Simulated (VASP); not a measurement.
# Rh (Fm-3m) in VASP: further runs

Runs on Rh. Level: PBE. Tasks: single point.

Program: VASP 6.6.1. These are calculated values, not measurements. Logs are shortened: lines on timing, memory, paths and dates and some standing lists are left out, and cuts for length are marked.

## (1) The cell of the first run

Symmetry: Fm-3m, No. 225, cubic system. The conventional cell has a = 3.796 Å, b = 3.796 Å, c = 3.796 Å, α = 90.00°, β = 90.00°, γ = 90.00°. Within 3.5 Å of Rh (site symmetry m-3m) lie 12 Rh at 2.68 Å.

## (2) Single point, PBE

File INCAR:

```
SYSTEM = Rh
PREC = Accurate
ENCUT = 520
EDIFF = 1E-7
ISMEAR = 0
SIGMA = 0.014
LREAL = .False.
LASPH = .True.
NELM = 80
ALGO = Fast
ISIF = 2
LWAVE = .False.
LCHARG = .False.
GGA = PE
NBANDS = 14
```

File KPOINTS:

```
regular mesh
0
Gamma
  12 12 12
  0 0 0
```

File POSCAR:

```
Rh
1.0
    0.0000000000      1.8978500000      1.8978500000
    1.8978500000      0.0000000000      1.8978500000
    1.8978500000      1.8978500000      0.0000000000
Rh
1
Direct
    0.0000000000      0.0000000000      0.0000000000
```

Potentials or basis: VASP PAW PBE potentials, release 64 (Rh_pv).

On the command line:

```console
> cat potpaw_PBE.64/Rh_pv/POTCAR > POTCAR
> mpirun -np 1 vasp_std > vasp.out
```

OUTCAR:

```text
SYSTEM = Rh
   PREC = Accurate
   ENCUT = 520
   EDIFF = 1E-7
   ISMEAR = 0
   LREAL = .False.
   LASPH = .True.
   NELM = 80
   ISIF = 2
   GGA = PE

 ion  position               nearest neighbor table
   1  0.000  0.000  0.000-

  LATTYP: Found a face centered cubic cell.
 ALAT       =     3.7957000000

  Lattice vectors:

 A1 = (   0.0000000000,   1.8978500000,   1.8978500000)
 A2 = (   1.8978500000,   0.0000000000,   1.8978500000)
 A3 = (   1.8978500000,   1.8978500000,   0.0000000000)

Analysis of symmetry for initial positions (statically):
[... 33 lines left out ...]
                                     Primitive cell

  volume of cell :      13.6715

  direct lattice vectors                    reciprocal lattice vectors
     0.000000000  1.897850000  1.897850000    -0.263456016  0.263456016  0.263456016
     1.897850000  0.000000000  1.897850000     0.263456016 -0.263456016  0.263456016
     1.897850000  1.897850000  0.000000000     0.263456016  0.263456016 -0.263456016

  length of vectors
     2.683965209  2.683965209  2.683965209     0.456319205  0.456319205  0.456319205

  position of ions in fractional coordinates (direct lattice)
     0.000000000  0.000000000  0.000000000

  ion indices of the primitive-cell ions
   primitive index   ion index
                 1           1

----------------------------------------------------------------------------------------

 KPOINTS: regular mesh

Automatic generation of k-mesh.
 Grid dimensions read from file:
 generate k-points for:   12   12   12

 Generating k-lattice:

  Cartesian coordinates                     Fractional coordinates (reciprocal lattice)
    -0.021954668  0.021954668  0.021954668     0.083333333  0.000000000  0.000000000
     0.021954668 -0.021954668  0.021954668     0.000000000  0.083333333  0.000000000
     0.021954668  0.021954668 -0.021954668     0.000000000  0.000000000  0.083333333

  Length of vectors
     0.038026600  0.038026600  0.038026600

  Shift w.r.t. Gamma in fractional coordinates (k-lattice)
     0.000000000  0.000000000  0.000000000

 Subroutine IBZKPT returns following result:
 ===========================================

 Found     72 irreducible k-points:

 Following reciprocal coordinates:
            Coordinates               Weight
  0.000000  0.000000  0.000000      1.000000
  0.083333  0.000000  0.000000      8.000000
  0.166667  0.000000  0.000000      8.000000
  0.250000  0.000000  0.000000      8.000000
  0.333333  0.000000  0.000000      8.000000
[... 38 lines left out ...]
   EDIFF  = 0.1E-06   stopping-criterion for ELM
   LREAL  =      F    real-space projection
   EDIFFG = 0.1E-05   stopping-criterion for IOM
   NSW    =      0    number of steps for IOM
   IBRION =     -1    ionic relax: 0-MD 1-quasi-New 2-CG
   NFREE  =      0    steps in history (QN), initial steepest desc. (CG)
   ISIF   =      2    stress and relaxation
   ISYM   =      2    0-nonsym 1-usesym 2-fastsym
   POTIM  = 0.5000    time-step for ionic-motion
   TEBEG  =    0.0;   TEEND  =   0.0 temperature during run
   PSTRESS=    0.0 pullay stress
   NELECT =      15.0000    total number of electrons
   NUPDOWN=      -1.0000    fix difference up-down
   EMIN   =  10.00;   EMAX   =-10.00  energy-range for DOS
   EFERMI =   0.00;   METHOD = LEGACY
   ISMEAR =     0;   SIGMA  =   0.01  broadening in eV -4-tet -1-fermi 0-gaus
   EFERMI_NEDOS =   21; number of points for ismear=-14 and -15
   IALGO  =     68    algorithm
   IMIX   =      4    mixing-type and parameters
     AMIX     =   0.40;   BMIX     =  1.00
     AMIX_MAG =   1.60;   BMIX_MAG =  1.00
  volume/ion in A,a.u.               =      13.67        92.26
  Fermi-wavevector in a.u.,A,eV,Ry     =   1.688496  3.190795 38.790465  2.851019
  Thomas-Fermi vector in A             =   2.770792
   LORBIT       =      0    0 simple, 1 ext, 2 COOP (PROOUT), +10 PAW based schemes
   GGA     = PE    functional components
   LHFCALC =     F    Hartree Fock is set to
   AEXX    =    0.0000 exact exchange contribution
   IVDW    =     0    specifies the selected vdW correction
   LEPSILON=     F    determine dielectric tensor
   LRPA    =     F    only Hartree local field effects (RPA)
 non-spin polarized calculation
 RMM-DIIS sequential band-by-band and
 Gauss-broadening in eV      SIGMA  =   0.01
  energy-cutoff  :      520.00
  volume of cell :       13.67
 maximum number of plane-waves:       380
   NGX =  9   NGY =  9   NGZ =  9

 number of electron      15.0000007 magnetization

 Free energy of the ion-electron system (eV)
  ---------------------------------------------------
  ext. energy  EPLUGINS =         0.00000000
  ---------------------------------------------------
  free energy    TOTEN  =        -7.25242145 eV

  energy without entropy =       -7.25220198  energy(sigma->0) =       -7.25231171

 E-fermi :  12.0627     XC(G=0): -14.0712

 val. band max:       12.0446582904   @ k =   0.3333   0.1667   0.0000
 cond. band min:      12.0712954567   @ k =   0.5000   0.4167   0.0000
 fundamental gap:      0.0266371663
 Fermi energy:        12.0626578669

 k-point     1 :       0.0000    0.0000    0.0000
  band No.  band energies     occupation
      1     -34.4035      2.00000
      2     -34.4035      2.00000
      3     -34.4035      2.00000
      4       4.0068      2.00000
      5       8.8903      2.00000
      6       8.8903      2.00000
      7       8.8903      2.00000
      8      10.9925      2.00000
      9      10.9925      2.00000
     10      28.0010      0.00000
     11      32.4792      0.00000
     12      33.4935      0.00000
     13      33.4935      0.00000
     14      33.4935      0.00000
[... 377 lines left out ...]
      1     -35.0803      2.00000
      2     -34.6422      2.00000
      3     -34.5342      2.00000
      4       6.5719      2.00000
      5       8.2224      2.00000
      6       9.4887      2.00000
      7       9.9237      2.00000
      8      12.2530      0.00000
      9      16.1454      0.00000
     10      20.7945      0.00000
     11      28.0745      0.00000
     12      30.9579      0.00000
     13      32.4817      0.00000
     14      32.6427      0.00000

 [... further k-points ...]
[... 5 lines left out ...]
  --------------------------------------------------------------------------------------
  -------------------------------------------------------------------------------------
  Total        0.6202379      0.6202379      0.6202379      0.0000000      0.0000000      0.0000000
  in kB       72.6864143     72.6864143     72.6864143      0.0000000      0.0000000      0.0000000
  external PRESSURE =      72.6864143 kB  Pullay stress =       0.0000000 kB

 VOLUME and BASIS-vectors are now :
 -----------------------------------------------------------------------------
  energy-cutoff  :      520.00
  volume of cell :       13.67
      direct lattice vectors                 reciprocal lattice vectors
     0.000000000  1.897850000  1.897850000    -0.263456016  0.263456016  0.263456016
     1.897850000  0.000000000  1.897850000     0.263456016 -0.263456016  0.263456016
     1.897850000  1.897850000  0.000000000     0.263456016  0.263456016 -0.263456016

 POSITION                                       TOTAL-FORCE (eV/Angst)
 -----------------------------------------------------------------------------------
      0.00000      0.00000      0.00000         0.000000      0.000000      0.000000
 -----------------------------------------------------------------------------------
    total drift:                                0.000000      0.000000      0.000000

  FREE ENERGIE OF THE ION-ELECTRON SYSTEM (eV)
  ---------------------------------------------------
  free  energy   TOTEN  =        -7.2524214453 eV

  energy  without entropy=       -7.2522019771  energy(sigma->0) =       -7.25231171
```

OSZICAR:

```text
N       E                     dE             d eps       ncg     rms          rms(c)
DAV:   1     0.119765528585E+03    0.11977E+03   -0.89855E+03  2038   0.116E+03
DAV:   2    -0.609992043754E+01   -0.12587E+03   -0.11985E+03  2220   0.341E+02
DAV:   3    -0.775461636517E+01   -0.16547E+01   -0.16516E+01  2370   0.423E+01
DAV:   4    -0.776088526455E+01   -0.62689E-02   -0.62687E-02  2328   0.265E+00
DAV:   5    -0.776094002688E+01   -0.54762E-04   -0.54762E-04  2334   0.219E-01    0.103E+01
RMM:   6    -0.727303820361E+01    0.48790E+00   -0.78157E-01  2162   0.869E+00    0.363E+00
RMM:   7    -0.725590229134E+01    0.17136E-01   -0.33729E-02  2188   0.198E+00    0.164E+00
RMM:   8    -0.725280638341E+01    0.30959E-02   -0.66140E-03  2379   0.908E-01    0.276E-01
RMM:   9    -0.725241709758E+01    0.38929E-03   -0.75625E-04  2465   0.307E-01    0.214E-02
RMM:  10    -0.725242438035E+01   -0.72828E-05   -0.82964E-05  2467   0.116E-01    0.169E-02
RMM:  11    -0.725242180680E+01    0.25735E-05   -0.33077E-06  2489   0.236E-02    0.350E-03
RMM:  12    -0.725242128779E+01    0.51901E-06   -0.79507E-07  2418   0.115E-02    0.124E-03
RMM:  13    -0.725242148724E+01   -0.19945E-06   -0.13301E-07  1694   0.491E-03    0.141E-04
RMM:  14    -0.725242144530E+01    0.41933E-07   -0.23536E-08  1429   0.196E-03
   1 F= -.72524214E+01 E0= -.72523117E+01  d E =-.219468E-03
```

Run time: 26 s. Hardware: 1 thread of Intel Xeon 8259CL, shared host; peak memory 0.13 GiB.

Results:

- Free energy: -7.2524 eV
- Pressure: 7.3 GPa

## (3) Single point, PBE

File INCAR:

```
SYSTEM = Rh
  ALGO = Fast
  EDIFF = 1E-6
  ENCUT = 520
  GGA = PE
  ISIF = 2
  ISMEAR = 0
  LASPH = .TRUE.
  LCHARG = .TRUE.
  LELF = .TRUE.
  LREAL = .FALSE.
  LVHAR = .TRUE.
  LWAVE = .FALSE.
  NBANDS = 14
  NELM = 80
  PREC = Accurate
  SIGMA = 0.016
```

File KPOINTS:

```
k-points
0
G
  12 12 12
  0 0 0
```

POSCAR is that of step 2.

Potentials or basis: VASP PAW PBE potentials, release 64 (Rh_pv).

On the command line:

```console
> cat potpaw_PBE.64/Rh_pv/POTCAR > POTCAR
> mpirun -np 1 vasp_std > vasp.out
```

Run time: 23 s. Hardware: 1 thread of Intel Xeon 8259CL, shared host; peak memory 0.13 GiB.

The run converged. Its results:

| Item | Value |
| --- | --- |
| Free energy | -7.2525 eV |
| Pressure | 7.3 GPa |

Levels at points of the mesh, in eV from the Fermi level:
```
           k point  band 3  band 4  band 5  band 6  band 7  band 8  band 9  band 10  band 11  band 12
(0.00, 0.00, 0.00)  -46.47   -8.05   -3.17   -3.17   -3.17   -1.07   -1.07    15.94    20.42    21.43
(0.50, 0.00, 0.00)  -46.57   -6.23   -3.25   -3.25    0.51    0.51    0.67     8.64    15.45    20.42
(0.50, 0.50, 0.00)  -46.74   -6.43   -6.06    0.48    0.93    0.93    3.22    12.28    13.30    13.30
```
